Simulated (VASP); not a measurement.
# BaTiO3 (P4mm) in VASP: single point with PBE

Aim: the single point of BaTiO3 with PBE.

All numbers are computed with VASP 6.6.1; they aren't measurements. Logs are shortened: lines on timing, memory, paths and dates and some standing lists are left out, and cuts for length are marked.

## 1. The cell of the first run

Symmetry: P4mm, No. 99, tetragonal system. The conventional cell has a = 4.165 Å, b = 4.165 Å, c = 3.973 Å, α = 90.00°, β = 90.00°, γ = 90.00°. Within 3.7 Å of Ba (site symmetry 4mm) lie 12 O at 2.84 to 2.95 Å and 8 Ti at 3.52 to 3.58 Å. Within 2.4 Å of Ti (site symmetry 4mm) lie 6 O at 1.83 to 2.14 Å. O (site symmetry 2mm) has 2 Ti at 2.09 Å and 4 Ba at 2.84 to 2.92 Å and 8 O at 2.85 to 2.94 Å within 3.0 Å. O (site symmetry 4mm) has 2 Ti at 1.83 to 2.14 Å within 2.4 Å.

## 2. Single point, PBE (biaxial strain in the a-b plane: +4.5 %, then relaxed in part)

INCAR reads:

```
SYSTEM = BaTiO3
ALGO = Normal
EDIFF = 1E-6
ENCUT = 1340
GGA = PE
GGA_COMPAT = .False.
ISIF = 2
ISMEAR = 0
LASPH = .True.
LCHARG = .True.
LELF = .True.
LREAL = .False.
LVHAR = .True.
LWAVE = .False.
NBANDS = 28
NELM = 120
PREC = Accurate
SIGMA = 0.02
```

KPOINTS reads:

```
k-points
0
Gamma
  8 8 6
  0 0 0
```

POSCAR reads:

```
BaTiO3
1.0
    4.1647950348      0.0000000000      0.0000000000
    0.0000000000      4.1647950348      0.0000000000
    0.0000000000      0.0000000000      3.9731101860
Ba Ti O
1 1 3
Direct
    0.5000000000      0.5000000000      0.5807677726
    0.0000000000      0.0000000000      0.0937127202
    0.0000000000      0.5000000000      0.0653075929
    0.5000000000      0.0000000000      0.0653075929
    0.0000000000      0.0000000000      0.5549013114
```

Potentials or basis: VASP PAW PBE potentials, release 64 (Ba_sv, Ti_sv, O_h).

Run with:

```sh
cat potpaw_PBE.64/Ba_sv/POTCAR potpaw_PBE.64/Ti_sv/POTCAR potpaw_PBE.64/O_h/POTCAR > POTCAR
mpirun -np 1 vasp_std > vasp.out
```

OUTCAR:

```text
SYSTEM = BaTiO3
   EDIFF = 1E-6
   ENCUT = 1340
   GGA = PE
   ISIF = 2
   ISMEAR = 0
   LASPH = .True.
   LREAL = .False.
   NELM = 120
   PREC = Accurate

 ion  position               nearest neighbor table
   1  0.500  0.500  0.581-   3 2.84   4 2.84   4 2.84   3 2.84   3 2.92   4 2.92   4 2.92   3 2.92
                             5 2.95   5 2.95   5 2.95   5 2.95   2 3.52   2 3.52   2 3.52   2 3.52
   2  0.000  0.000  0.094-   5 1.83   4 2.09   3 2.09   3 2.09   4 2.09   5 2.14   1 3.52   1 3.52
                             1 3.52   1 3.52   1 3.58   1 3.58   1 3.58   1 3.58
   3  0.000  0.500  0.065-   2 2.09   2 2.09   1 2.84   1 2.84   1 2.92   1 2.92
   4  0.500  0.000  0.065-   2 2.09   2 2.09   1 2.84   1 2.84   1 2.92   1 2.92
   5  0.000  0.000  0.555-   2 1.83   2 2.14   1 2.95   1 2.95   1 2.95   1 2.95

  LATTYP: Found a simple tetragonal cell.
 ALAT       =     4.1647950348
 C/A-ratio  =     0.9539749622

  Lattice vectors:

 A1 = (   4.1647950348,   0.0000000000,   0.0000000000)
 A2 = (   0.0000000000,   4.1647950348,   0.0000000000)
 A3 = (   0.0000000000,   0.0000000000,   3.9731101860)

Analysis of symmetry for initial positions (statically):
=====================================================================
 Subroutine PRICEL returns:
 Original cell was already a primitive cell.

 Routine SETGRP: Setting up the symmetry group for a
 simple tetragonal supercell.

 Subroutine GETGRP returns: Found  8 space group operations
 (whereof  8 operations were pure point group operations)
 out of a pool of 16 trial point group operations.

The static configuration has the point symmetry C_4v.

Analysis of symmetry for dynamics (positions and initial velocities):
=====================================================================
 Subroutine PRICEL returns:
 Original cell was already a primitive cell.

 Routine SETGRP: Setting up the symmetry group for a
 simple tetragonal supercell.

 Subroutine GETGRP returns: Found  8 space group operations
 (whereof  8 operations were pure point group operations)
 out of a pool of 16 trial point group operations.

The dynamic configuration has the point symmetry C_4v.

 Subroutine INISYM returns: Found  8 space group operations
 (whereof  8 operations are pure point group operations),
 and found     1 'primitive' translations

[... 100 lines left out ...]
   EDIFF  = 0.1E-05   stopping-criterion for ELM
   LREAL  =      F    real-space projection
   EDIFFG = 0.1E-04   stopping-criterion for IOM
   NSW    =      0    number of steps for IOM
   IBRION =     -1    ionic relax: 0-MD 1-quasi-New 2-CG
   NFREE  =      0    steps in history (QN), initial steepest desc. (CG)
   ISIF   =      2    stress and relaxation
   ISYM   =      2    0-nonsym 1-usesym 2-fastsym
   POTIM  = 0.5000    time-step for ionic-motion
   TEBEG  =    0.0;   TEEND  =   0.0 temperature during run
   PSTRESS=    0.0 pullay stress
   NELECT =      40.0000    total number of electrons
   NUPDOWN=      -1.0000    fix difference up-down
   EMIN   =  10.00;   EMAX   =-10.00  energy-range for DOS
   EFERMI =   0.00;   METHOD = LEGACY
   ISMEAR =     0;   SIGMA  =   0.02  broadening in eV -4-tet -1-fermi 0-gaus
   EFERMI_NEDOS =   21; number of points for ismear=-14 and -15
   IALGO  =     38    algorithm
   IMIX   =      4    mixing-type and parameters
     AMIX     =   0.40;   BMIX     =  1.00
     AMIX_MAG =   1.60;   BMIX_MAG =  1.00
  volume/ion in A,a.u.               =      13.78        93.01
  Fermi-wavevector in a.u.,A,eV,Ry     =   1.365596  2.580602 25.372854  1.864852
  Thomas-Fermi vector in A             =   2.491810
   LORBIT       =      0    0 simple, 1 ext, 2 COOP (PROOUT), +10 PAW based schemes
   GGA     = PE    functional components
   LHFCALC =     F    Hartree Fock is set to
   AEXX    =    0.0000 exact exchange contribution
   IVDW    =     0    specifies the selected vdW correction
   LEPSILON=     F    determine dielectric tensor
   LRPA    =     F    only Hartree local field effects (RPA)
 non-spin polarized calculation
 Gauss-broadening in eV      SIGMA  =   0.02
  energy-cutoff  :     1340.00
  volume of cell :       68.92
 maximum number of plane-waves:      7710
 NGX is ok and might be reduce to    50
   NGX = 25   NGY = 25   NGZ = 23

 number of electron      40.0000001 magnetization

 Free energy of the ion-electron system (eV)
  ---------------------------------------------------
  ext. energy  EPLUGINS =         0.00000000
  ---------------------------------------------------
  free energy    TOTEN  =       -39.90767506 eV

  energy without entropy =      -39.90767506  energy(sigma->0) =      -39.90767506

 E-fermi :   3.8921     XC(G=0): -10.8768

 val. band max:        3.6204535424   @ k =   0.5000   0.5000   0.5000
 cond. band min:       5.2826367237   @ k =   0.0000   0.0000   0.0000
 fundamental gap:      1.6621831813
 Fermi energy:         3.8921021595

 k-point     1 :       0.0000    0.0000    0.0000
  band No.  band energies     occupation
      1     -53.1558      2.00000
      2     -29.4060      2.00000
      3     -29.3332      2.00000
      4     -29.3332      2.00000
      5     -21.3833      2.00000
      6     -13.2285      2.00000
[... 733 lines left out ...]
     27      11.2202      0.00000
     28      12.0488      0.00000

 [... further k-points ...]

------------------------ aborting loop because EDIFF is reached ----------------------------------------

  FORCE on cell =-STRESS in cart. coord.  units (eV):
  Direction    XX          YY          ZZ          XY          YZ          ZX
  --------------------------------------------------------------------------------------
  -------------------------------------------------------------------------------------
  Total       -3.7344311     -3.7344311      0.6099389      0.0000000      0.0000000      0.0000000
  in kB      -86.8194754    -86.8194754     14.1800927      0.0000000      0.0000000      0.0000000
  external PRESSURE =     -53.1529527 kB  Pullay stress =       0.0000000 kB

 VOLUME and BASIS-vectors are now :
 -----------------------------------------------------------------------------
  energy-cutoff  :     1340.00
  volume of cell :       68.92
      direct lattice vectors                 reciprocal lattice vectors
     4.164795035  0.000000000  0.000000000     0.240107854  0.000000000  0.000000000
     0.000000000  4.164795035  0.000000000     0.000000000  0.240107854  0.000000000
     0.000000000  0.000000000  3.973110186     0.000000000  0.000000000  0.251691988

 POSITION                                       TOTAL-FORCE (eV/Angst)
 -----------------------------------------------------------------------------------
      2.08240      2.08240      2.30745         0.000000      0.000000     -0.025708
      0.00000      0.00000      0.37233        -0.000000     -0.000000     -0.041328
      0.00000      2.08240      0.25947         0.000000     -0.000000      0.012301
      2.08240      0.00000      0.25947         0.000000     -0.000000      0.012301
      0.00000      0.00000      2.20468         0.000000     -0.000000      0.042434
 -----------------------------------------------------------------------------------
    total drift:                                0.000000      0.000000     -0.000236

  FREE ENERGIE OF THE ION-ELECTRON SYSTEM (eV)
  ---------------------------------------------------
  free  energy   TOTEN  =       -39.9076750555 eV

  energy  without entropy=      -39.9076750555  energy(sigma->0) =      -39.90767506
```

OSZICAR:

```text
N       E                     dE             d eps       ncg     rms          rms(c)
DAV:   1     0.649663516900E+03    0.64966E+03   -0.33053E+04  3360   0.300E+03
DAV:   2     0.745992039698E+02   -0.57506E+03   -0.54948E+03  3488   0.620E+02
DAV:   3    -0.431506917893E+02   -0.11775E+03   -0.11187E+03  5204   0.212E+02
DAV:   4    -0.506780334656E+02   -0.75273E+01   -0.74952E+01  4364   0.518E+01
DAV:   5    -0.509671768905E+02   -0.28914E+00   -0.28891E+00  5376   0.999E+00    0.224E+01
DAV:   6    -0.401871331338E+02    0.10780E+02   -0.58104E+01  4996   0.643E+01    0.105E+01
DAV:   7    -0.401711821764E+02    0.15951E-01   -0.13538E+01  4616   0.256E+01    0.663E+00
DAV:   8    -0.399783744733E+02    0.19281E+00   -0.68655E-01  4008   0.649E+00    0.422E+00
DAV:   9    -0.399616743468E+02    0.16700E-01   -0.80545E-01  4900   0.818E+00    0.232E+00
DAV:  10    -0.399153623567E+02    0.46312E-01   -0.29574E-01  4496   0.473E+00    0.696E-01
DAV:  11    -0.399094619793E+02    0.59004E-02   -0.20905E-02  4404   0.113E+00    0.429E-01
DAV:  12    -0.399080260727E+02    0.14359E-02   -0.92874E-03  4336   0.866E-01    0.180E-01
DAV:  13    -0.399076447533E+02    0.38132E-03   -0.18577E-03  4380   0.363E-01    0.551E-02
DAV:  14    -0.399077318134E+02   -0.87060E-04   -0.28470E-04  4400   0.141E-01    0.651E-02
DAV:  15    -0.399076732599E+02    0.58554E-04   -0.23892E-04  4604   0.145E-01    0.568E-03
DAV:  16    -0.399076751410E+02   -0.18811E-05   -0.15567E-05  4192   0.296E-02    0.424E-03
DAV:  17    -0.399076750555E+02    0.85502E-07   -0.21035E-06  3568   0.126E-02
   1 F= -.39907675E+02 E0= -.39907675E+02  d E =-.223069E-84
```

stdout:

```text
POSCAR found type information on POSCAR BaTiO
 POSCAR found :  3 types and       5 ions
 scaLAPACK will be used
 LDA part: xc-table for (Slater+PW92), standard interpolation
 POSCAR, INCAR and KPOINTS ok, starting setup
 FFT: planning ... GRIDC
 FFT: planning ... GRID_SOFT
 FFT: planning ... GRID
 WAVECAR not read
 entering main loop
```

It took 5.7 min on 1 thread of Intel Xeon Platinum 8375C at 2.90GHz (Ice Lake), shared host; peak memory 0.68 GiB.

What came out:

```
Free energy            : -39.9077 eV
Pressure               : -5.3 GPa
Largest force          : 0.042 eV/Å
Band gap on the k mesh : 1.66 eV (least direct gap 1.96 eV)
```

Forces in eV/Å, atoms in the order of the input:
```
Ba   0.000  0.000 -0.026
Ti   0.000  0.000 -0.041
O    0.000  0.000  0.012
O    0.000  0.000  0.012
O    0.000  0.000  0.042
```

Caveat: the cell differs from its parent crystal (biaxial strain in the a-b plane: +4.5 %, then relaxed in part); the stress differs along the axes, from -9 to 1 GPa; spin-orbit coupling is left out, which moves the levels of the heavy elements. A k mesh can miss the band edges.
